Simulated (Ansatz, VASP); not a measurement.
# SbTe2I: VASP beside Ansatz

```xyz
4
Lattice="5.5615 0.0000 0.0000 -2.7808 4.8164 0.0000 0.0000 0.0000 6.1573" Properties=species:S:1:pos:R:3 pbc="T T T"
Sb    0.0000    0.0000    0.0000
Te    0.0000    3.2110    0.0000
Te    2.7808    1.6055    0.0000
I     0.0000    0.0000    3.0786
```

Alike in both runs: functional PBE; k mesh 6 × 6 × 4; occupations gaussian, width 0.1 eV; no spin polarisation.

Ansatz relaxed the structure, and its values are those at the end. VASP's run is a single point on that final structure, the one shown.

|  | VASP | Ansatz |
| --- | --- | --- |
| version | VASP 6.6.1 | Ansatz 0.2.0 |
| potentials or method | VASP PAW PBE potentials, release 64 (Sb, Te, I), cutoff 520 eV | scalar-relativistic, plane waves, PAW |
| valence electrons in the cell | 24 | 64 |

```tsv
	VASP	Ansatz	Ansatz less VASP
gap on the k mesh at the Fermi level (eV)	none	none	-
pressure (GPa)	-0.1	-0.1	+0.06
```

A gap of «none» marks a metal or a gap that the smearing closes. With one functional, cell and mesh, what is left measures potentials, basis and numerics. VASP's potentials hold 24 valence electrons a cell and Ansatz's 64, so a difference there can come from the potentials and not from the codes.

Spin-orbit coupling is off throughout.
